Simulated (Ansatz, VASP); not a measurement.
SiC: VASP beside Ansatz

```
Si C
1.0
     0.00000    2.17831    2.17831
     2.17831    0.00000    2.17831
     2.17831    2.17831    0.00000
Si C
1 1
Direct
  0.00000 0.00000 0.00000
  0.25000 0.25000 0.25000
```

Alike in both runs: functional r2SCAN; k mesh 10 × 10 × 10; occupations gaussian, width 0.02 eV; no spin polarisation.

Ansatz relaxed the structure, and its values are those at the end. VASP's run is a single point on that final structure, the one shown.

|  | VASP | Ansatz |
| --- | --- | --- |
| version | VASP 6.6.1 | Ansatz 0.2.0 |
| potentials or method | VASP PAW PBE potentials, release 64 (Si, C), cutoff 660 eV | scalar-relativistic, plane waves, PAW |
| valence electrons in the cell | 8 | 8 |

Ansatz gave:

| Property | Result |
| --- | --- |
| gap on the k mesh at the Fermi level (eV) | 1.71 |
| least direct gap on the mesh (eV) | 5.05 |
| pressure (GPa) | 0.0 |

**Question.** Estimate VASP's values.

**Answer.** gap on the k mesh at the Fermi level (eV): 1.73; least direct gap on the mesh (eV): 5.06; pressure (GPa): -0.4.

VASP's potentials were made for PBE, not for r2SCAN.
